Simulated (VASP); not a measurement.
# HfN (CsCl type) (Pm-3m) in VASP: a series of runs

The runs below take HfN (CsCl type) through single point, relaxation of cell and atoms, with PBE.

All numbers are computed with VASP 6.6.1; they aren't measurements. Logs are shortened: lines on timing, memory, paths and dates and some standing lists are left out, and cuts for length are marked.

## (1) The cell of the first run

Symmetry: Pm-3m, No. 221, cubic system. Conventional cell: a = 2.489 Å, b = 2.489 Å, c = 2.489 Å, α = 90.00°, β = 90.00°, γ = 90.00°. Within 2.9 Å of Hf (site symmetry m-3m) lie 8 N at 2.16 Å and 6 Hf at 2.49 Å. Within 2.9 Å of N (site symmetry m-3m) lie 8 Hf at 2.16 Å and 6 N at 2.49 Å.

## (2) Single point, PBE

Contents of INCAR:

```
PREC = Accurate
ENCUT = 520
EDIFF = 1E-7
ISMEAR = -1
SIGMA = 0.08
LREAL = F
LASPH = T
NELM = 100
ALGO = Normal
ISIF = 2
LWAVE = F
LCHARG = F
GGA = PE
NBANDS = 14
```

Contents of KPOINTS:

```
regular mesh
0
Gamma
  15 15 15
```

Contents of POSCAR:

```
HfN
1.0
    2.4890741431      0.0000000000      0.0000000000
    0.0000000000      2.4890741431      0.0000000000
    0.0000000000      0.0000000000      2.4890741431
Hf N
1 1
Direct
    0.0000000000      0.0000000000      0.0000000000
    0.5000000000      0.5000000000      0.5000000000
```

Potentials or basis: VASP PAW PBE potentials, release 64 (Hf_pv, N).

The run is started by

```console
$ cat potpaw_PBE.64/Hf_pv/POTCAR potpaw_PBE.64/N/POTCAR > POTCAR
$ mpirun -np 1 vasp_std > vasp.out
```

OUTCAR:

```text
PREC = Accurate
   ENCUT = 520
   EDIFF = 1E-7
   ISMEAR = -1
   LREAL = F
   LASPH = T
   NELM = 100
   ISIF = 2
   GGA = PE

 ion  position               nearest neighbor table
   1  0.000  0.000  0.000-   2 2.16   2 2.16   2 2.16   2 2.16   2 2.16   2 2.16   2 2.16   2 2.16

   2  0.500  0.500  0.500-   1 2.16   1 2.16   1 2.16   1 2.16   1 2.16   1 2.16   1 2.16   1 2.16

  LATTYP: Found a simple cubic cell.
 ALAT       =     2.4890741431

  Lattice vectors:

 A1 = (   2.4890741431,   0.0000000000,   0.0000000000)
 A2 = (   0.0000000000,   2.4890741431,   0.0000000000)
 A3 = (   0.0000000000,   0.0000000000,   2.4890741431)

Analysis of symmetry for initial positions (statically):
=====================================================================
 Subroutine PRICEL returns:
 Original cell was already a primitive cell.

 Routine SETGRP: Setting up the symmetry group for a
 simple cubic supercell.

 Subroutine GETGRP returns: Found 48 space group operations
[... 9 lines left out ...]

 Routine SETGRP: Setting up the symmetry group for a
 simple cubic supercell.

 Subroutine GETGRP returns: Found 48 space group operations
[... 11 lines left out ...]
                                     Primitive cell

  volume of cell :      15.4210

  direct lattice vectors                    reciprocal lattice vectors
     2.489074143  0.000000000  0.000000000     0.401755811  0.000000000  0.000000000
     0.000000000  2.489074143  0.000000000     0.000000000  0.401755811  0.000000000
     0.000000000  0.000000000  2.489074143     0.000000000  0.000000000  0.401755811

  length of vectors
     2.489074143  2.489074143  2.489074143     0.401755811  0.401755811  0.401755811

  position of ions in fractional coordinates (direct lattice)
     0.000000000  0.000000000  0.000000000
     0.500000000  0.500000000  0.500000000

  ion indices of the primitive-cell ions
   primitive index   ion index
                 1           1
                 2           2

----------------------------------------------------------------------------------------

 KPOINTS: regular mesh

Automatic generation of k-mesh.
 Grid dimensions read from file:
 generate k-points for:   15   15   15

 Generating k-lattice:

  Cartesian coordinates                     Fractional coordinates (reciprocal lattice)
     0.026783721  0.000000000  0.000000000     0.066666667  0.000000000  0.000000000
     0.000000000  0.026783721  0.000000000     0.000000000  0.066666667  0.000000000
     0.000000000  0.000000000  0.026783721     0.000000000  0.000000000  0.066666667

  Length of vectors
     0.026783721  0.026783721  0.026783721

  Shift w.r.t. Gamma in fractional coordinates (k-lattice)
     0.000000000  0.000000000  0.000000000

 Subroutine IBZKPT returns following result:
 ===========================================

 Found    120 irreducible k-points:

 Following reciprocal coordinates:
            Coordinates               Weight
  0.000000  0.000000  0.000000      1.000000
  0.066667  0.000000  0.000000      6.000000
  0.133333  0.000000  0.000000      6.000000
  0.200000  0.000000  0.000000      6.000000
  0.266667  0.000000  0.000000      6.000000
  0.333333  0.000000  0.000000      6.000000
[... 16 lines left out ...]
  0.266667  0.200000  0.000000     24.000000
  0.333333  0.200000  0.000000     24.000000
 [... further k-points ...]
   k-points           NKPTS =    120   k-points in BZ     NKDIM =    120   number of bands    NBANDS=     14
   number of dos      NEDOS =    301   number of ions     NIONS =      2
   total plane-waves  NPLWV =   8000
   dimension x,y,z NGX =    20 NGY =   20 NGZ =   20
   dimension x,y,z NGXF=    40 NGYF=   40 NGZF=   40
   ions per type =               1   1
   NGX,Y,Z   is equivalent  to a cutoff of  13.36, 13.36, 13.36 a.u.
   NGXF,Y,Z  is equivalent  to a cutoff of  26.72, 26.72, 26.72 a.u.
 SYSTEM =  unknown system
   PREC   = accura    normal or accurate (medium, high low for compatibility)
   ISTART =      0    job   : 0-new  1-cont  2-samecut
   ICHARG =      2    charge: 1-file 2-atom 10-const
   ISPIN  =      1    spin polarized calculation?
   LNONCOLLINEAR =      F non collinear calculations
   LSORBIT =      F    spin-orbit coupling
   LASPH  =      T    aspherical Exc in radial PAW
   ENCUT  =  520.0 eV  38.22 Ry    6.18 a.u.   4.63  4.63  4.63*2*pi/ulx,y,z
   NELM   =    100;   NELMIN=  2; NELMDL= -5     # of ELM steps
   EDIFF  = 0.1E-06   stopping-criterion for ELM
   LREAL  =      F    real-space projection
   EDIFFG = 0.1E-05   stopping-criterion for IOM
   NSW    =      0    number of steps for IOM
   IBRION =     -1    ionic relax: 0-MD 1-quasi-New 2-CG
   NFREE  =      0    steps in history (QN), initial steepest desc. (CG)
   ISIF   =      2    stress and relaxation
   ISYM   =      2    0-nonsym 1-usesym 2-fastsym
   POTIM  = 0.5000    time-step for ionic-motion
   TEBEG  =    0.0;   TEEND  =   0.0 temperature during run
   PSTRESS=    0.0 pullay stress
   NELECT =      15.0000    total number of electrons
   NUPDOWN=      -1.0000    fix difference up-down
   EMIN   =  10.00;   EMAX   =-10.00  energy-range for DOS
   EFERMI =   0.00;   METHOD = LEGACY
   ISMEAR =    -1;   SIGMA  =   0.08  broadening in eV -4-tet -1-fermi 0-gaus
   EFERMI_NEDOS =   21; number of points for ismear=-14 and -15
   IALGO  =     38    algorithm
   IMIX   =      4    mixing-type and parameters
     AMIX     =   0.40;   BMIX     =  1.00
     AMIX_MAG =   1.60;   BMIX_MAG =  1.00
  volume/ion in A,a.u.               =       7.71        52.03
  Fermi-wavevector in a.u.,A,eV,Ry     =   1.622062  3.065252 35.798081  2.631085
  Thomas-Fermi vector in A             =   2.715736
   LORBIT       =      0    0 simple, 1 ext, 2 COOP (PROOUT), +10 PAW based schemes
   GGA     = PE    functional components
   LHFCALC =     F    Hartree Fock is set to
   AEXX    =    0.0000 exact exchange contribution
   IVDW    =     0    specifies the selected vdW correction
   LEPSILON=     F    determine dielectric tensor
   LRPA    =     F    only Hartree local field effects (RPA)
 non-spin polarized calculation
  energy-cutoff  :      520.00
  volume of cell :       15.42
 maximum number of plane-waves:       437
 NGX is ok and might be reduce to    20
   NGX =  9   NGY =  9   NGZ =  9

 number of electron      14.9999999 magnetization

 Free energy of the ion-electron system (eV)
  ---------------------------------------------------
  ext. energy  EPLUGINS =         0.00000000
  ---------------------------------------------------
  free energy    TOTEN  =       -16.77717597 eV

  energy without entropy =      -16.76186350  energy(sigma->0) =      -16.76951973

 E-fermi :  11.4838     XC(G=0): -15.0845

 val. band max:       11.4763784184   @ k =   0.2000   0.2000   0.1333
 cond. band min:      11.4839383223   @ k =   0.3333   0.3333   0.0000
 fundamental gap:      0.0075599038
 Fermi energy:        11.4838095968

 k-point     1 :       0.0000    0.0000    0.0000
  band No.  band energies     occupation
      1     -17.5547      2.00000
      2     -17.5547      2.00000
      3     -17.5547      2.00000
      4      -7.2793      2.00000
      5       7.1921      2.00000
      6       7.1921      2.00000
      7      10.4349      2.00000
      8      10.4349      2.00000
      9      10.4349      2.00000
     10      20.6949      0.00000
     11      20.6949      0.00000
     12      20.6949      0.00000
     13      21.3613      0.00000
     14      25.7308      0.00000

 k-point     2 :       0.0667    0.0000    0.0000
  band No.  band energies     occupation
      1     -17.7869      2.00000
      2     -17.5357      2.00000
      3     -17.5357      2.00000
      4      -7.0765      2.00000
      5       7.2325      2.00000
      6       7.2607      2.00000
      7      10.2887      2.00000
      8      10.2887      2.00000
      9      10.4367      2.00000
     10      20.7227      0.00000
     11      20.7227      0.00000
     12      20.7406      0.00000
     13      21.6209      0.00000
     14      25.7320      0.00000

 k-point     3 :       0.1333    0.0000    0.0000
  band No.  band energies     occupation
      1     -18.3966      2.00000
      2     -17.4816      2.00000
      3     -17.4816      2.00000
      4      -6.5338      2.00000
      5       7.0042      2.00000
      6       7.4608      2.00000
      7       9.8833      2.00000
      8       9.8833      2.00000
      9      10.8670      1.99910
     10      20.8192      0.00000
     11      20.8192      0.00000
     12      20.8721      0.00000
     13      22.2898      0.00000
     14      25.7363      0.00000

 k-point     4 :       0.2000    0.0000    0.0000
  band No.  band energies     occupation
      1     -19.1984      2.00000
      2     -17.4007      2.00000
      3     -17.4007      2.00000
      4      -5.7781      2.00000
      5       6.1634      2.00000
      6       7.7742      2.00000
      7       9.3065      2.00000
      8       9.3065      2.00000
      9      12.1966      0.00027
     10      21.0051      0.00000
     11      21.0051      0.00000
     12      21.0728      0.00000
     13      23.1543      0.00000
     14      25.7451      0.00000

 k-point     5 :       0.2667    0.0000    0.0000
  band No.  band energies     occupation
      1     -20.0169      2.00000
      2     -17.3059      2.00000
      3     -17.3059      2.00000
      4      -4.9094      2.00000
      5       4.9637      2.00000
      6       8.1667      2.00000
      7       8.6721      2.00000
      8       8.6721      2.00000
      9      14.2109      0.00000
     10      21.2786      0.00000
     11      21.2786      0.00000
[... 276 lines left out ...]
 k-point    22 :       0.2000    0.2000    0.0000
  band No.  band energies     occupation
      1     -19.1602      2.00000
      2     -18.7499      2.00000
      3     -17.2567      2.00000
      4      -4.7794      2.00000
      5       5.3436      2.00000
      6       7.5796      2.00000
      7       9.0531      2.00000
      8      10.2010      2.00000
      9      13.7312      0.00000
     10      18.3036      0.00000
     11      19.2118      0.00000
     12      22.5264      0.00000
     13      24.9420      0.00000
     14      25.8288      0.00000

 k-point    23 :       0.2667    0.2000    0.0000
  band No.  band energies     occupation
      1     -19.7872      2.00000
      2     -18.7651      2.00000
      3     -17.1685      2.00000
      4      -4.2980      2.00000
      5       4.5952      2.00000
      6       7.5395      2.00000
      7       8.8226      2.00000
      8      10.5722      1.99998
      9      15.2053      0.00000
     10      17.9100      0.00000
     11      18.9927      0.00000
     12      22.1802      0.00000
     13      25.2604      0.00000
     14      25.9189      0.00000

 k-point    24 :       0.3333    0.2000    0.0000
  band No.  band energies     occupation
      1     -20.4512      2.00000
      2     -18.6453      2.00000
      3     -17.0826      2.00000
      4      -3.8905      2.00000
      5       3.9463      2.00000
      6       7.4011      2.00000
      7       8.5509      2.00000
      8      10.6919      1.99990
      9      17.0876      0.00000
     10      17.8891      0.00000
     11      19.1108      0.00000
     12      21.5238      0.00000
     13      25.4431      0.00000
     14      26.0615      0.00000

 [... further k-points ...]
[... 5 lines left out ...]
  --------------------------------------------------------------------------------------
  -------------------------------------------------------------------------------------
  Total       18.5868160     18.5868160     18.5868160     -0.0000000     -0.0000000      0.0000000
  in kB     1931.0880762   1931.0880762   1931.0880762     -0.0000000     -0.0000000      0.0000000
  external PRESSURE =    1931.0880762 kB  Pullay stress =       0.0000000 kB

 VOLUME and BASIS-vectors are now :
 -----------------------------------------------------------------------------
  energy-cutoff  :      520.00
  volume of cell :       15.42
      direct lattice vectors                 reciprocal lattice vectors
     2.489074143  0.000000000  0.000000000     0.401755811  0.000000000  0.000000000
     0.000000000  2.489074143  0.000000000     0.000000000  0.401755811  0.000000000
     0.000000000  0.000000000  2.489074143     0.000000000  0.000000000  0.401755811

 POSITION                                       TOTAL-FORCE (eV/Angst)
 -----------------------------------------------------------------------------------
      0.00000      0.00000      0.00000         0.000000      0.000000      0.000000
      1.24454      1.24454      1.24454         0.000000      0.000000      0.000000
 -----------------------------------------------------------------------------------
    total drift:                                0.000000      0.000000      0.000000

  FREE ENERGIE OF THE ION-ELECTRON SYSTEM (eV)
  ---------------------------------------------------
  free  energy   TOTEN  =       -16.7771759655 eV

  energy  without entropy=      -16.7618635012  energy(sigma->0) =      -16.76951973
```

Run time: 16 s. Hardware: 1 thread of Intel Xeon 6975P-C, shared host; peak memory 0.15 GiB.

Results:

```yaml
Free_energy: -16.7772 eV
Pressure: 193.1 GPa
```

Levels at points of the mesh, in eV from the Fermi level:
| k point | band 4 | band 5 | band 6 | band 7 | band 8 | band 9 | band 10 | band 11 | band 12 | band 13 |
| --- | --- | --- | --- | --- | --- | --- | --- | --- | --- | --- |
| (0.00, 0.00, 0.00) | -18.76 | -4.29 | -4.29 | -1.05 | -1.05 | -1.05 | 9.21 | 9.21 | 9.21 | 9.88 |

Caveat: spin-orbit coupling is left out, which moves the levels of the heavy elements.

## (3) Single point, PBE

Contents of INCAR:

```
SYSTEM = HfN
ALGO     = Normal         ! electronic algorithm
EDIFF    = 1E-6           ! SCF threshold, eV
ENCUT    = 520            ! plane-wave cutoff, eV
GGA      = PE             ! functional
ISIF     = 2              ! what is computed and relaxed
ISMEAR   = -1             ! smearing method
LASPH    = .TRUE.         ! aspherical terms in the spheres
LCHARG   = .TRUE.         ! write CHGCAR
LELF     = .TRUE.         ! ELF
LREAL    = .FALSE.        ! projectors in reciprocal space
LVHAR    = .TRUE.       
LWAVE    = .FALSE.        ! write WAVECAR
NBANDS   = 14             ! bands
NELM     = 80             ! most SCF steps
PREC     = Accurate       ! precision mode
SIGMA    = 0.08           ! smearing width, eV
```

Contents of KPOINTS:

```
k-points
0
G
  15 15 15
  0 0 0
```

Contents of POSCAR:

```
HfN
1.0
    2.4894153004      0.0000000000      0.0000000000
    0.0000000000      2.4894153004      0.0000000000
    0.0000000000      0.0000000000      2.4894153004
Hf N
1 1
Direct
    0.0000000000      0.0000000000      0.0000000000
    0.5000000000      0.5000000000      0.5000000000
```

Potentials or basis: VASP PAW PBE potentials, release 64 (Hf_pv, N).

The run is started by

```console
$ cat potpaw_PBE.64/Hf_pv/POTCAR potpaw_PBE.64/N/POTCAR > POTCAR
$ mpirun -np 1 vasp_std > vasp.out
```

Run time: 18 s. Hardware: 1 thread of Intel Xeon 6975P-C, shared host; peak memory 0.14 GiB.

Results (log left out):

```
Free energy : -16.7848 eV
Pressure    : 192.7 GPa
```

Levels at points of the mesh, in eV from the Fermi level:
```csv
k point,band 6,band 7,band 8,band 9,band 10,band 11
"(0.00, 0.00, 0.00)",-4.29,-1.05,-1.05,-1.05,9.21,9.21
```

Caveat: spin-orbit coupling is left out, which moves the levels of the heavy elements.

## (4) Relaxation of cell and atoms, PBE, target pressure 200 GPa, at which the enthalpy is minimised

Contents of INCAR:

```
SYSTEM = HfN
  ALGO = Normal
  EDIFF = 1E-7
  EDIFFG = -0.005
  ENCUT = 600
  GGA = PE
  IBRION = 2
  ISIF = 3
  ISMEAR = -1
  LASPH = .TRUE.
  LCHARG = .FALSE.
  LREAL = .FALSE.
  LWAVE = .FALSE.
  NELM = 60
  NSW = 32
  PREC = Accurate
  PSTRESS = 2000.0
  SIGMA = 0.08
```

KPOINTS is that of step 3.

Contents of POSCAR:

```
HfN
1.0
    2.4890741431      0.0000000000      0.0000000000
    0.0000000000      2.4890741431      0.0000000000
    0.0000000000      0.0000000000      2.4890741431
Hf N
1 1
Direct
    0.0000000000      0.0000000000      0.0000000000
    0.5000000000      0.5000000000      0.5000000000
```

The run is started by

```console
$ cat potpaw_PBE.64/Hf_pv/POTCAR potpaw_PBE.64/N/POTCAR > POTCAR
$ mpirun -np 1 vasp_std > vasp.out
```

It took 37 s on 1 thread of Intel Xeon 6975P-C, shared host; peak memory 0.15 GiB.

Results (log left out):

| Property | Result |
| --- | --- |
| Free energy | -16.6404 eV |
| Relaxed volume | 7.65 Å³/atom |
| Relaxed cell | a = 2.483 Å, b = 2.483 Å, c = 2.483 Å, α = 90.00°, β = 90.00°, γ = 90.00° |
| Space group after relaxing (to 0.05 Å) | Pm-3m (No. 221) |
| Energy change on relaxing (the enthalpy is what falls) | +69.3 meV/atom |
| Ionic steps | 4 |
| Pressure after relaxing | 200.0 GPa |

The path:
```tsv
step	energy change (eV)	largest force (eV/Å)	pressure (GPa)	volume (Å³)
1	0.0000	0.0000	193.04	15.42
2	0.9954	0.0000	242.62	14.69
3	0.1359	0.0000	199.87	15.31
4	0.1386	0.0000	200.01	15.31
```

Final structure:
```xyz
2
Lattice="2.4830 0.0000 0.0000 0.0000 2.4830 0.0000 0.0000 0.0000 2.4830" Properties=species:S:1:pos:R:3 pbc="T T T"
Hf    0.0000    0.0000    0.0000
N     1.2415    1.2415    1.2415
```

Levels at points of the mesh, in eV from the Fermi level:
```
           k point  band 4  band 5  band 6  band 7  band 8  band 9  band 10  band 11
(0.00, 0.00, 0.00)  -18.82   -4.34   -4.34   -1.04   -1.04   -1.04     9.27     9.27
```

Caveat: the cell is relaxed towards a set pressure, so the enthalpy falls and the energy may rise; spin-orbit coupling is left out, which moves the levels of the heavy elements.

(Continued in part 2 of 2.)
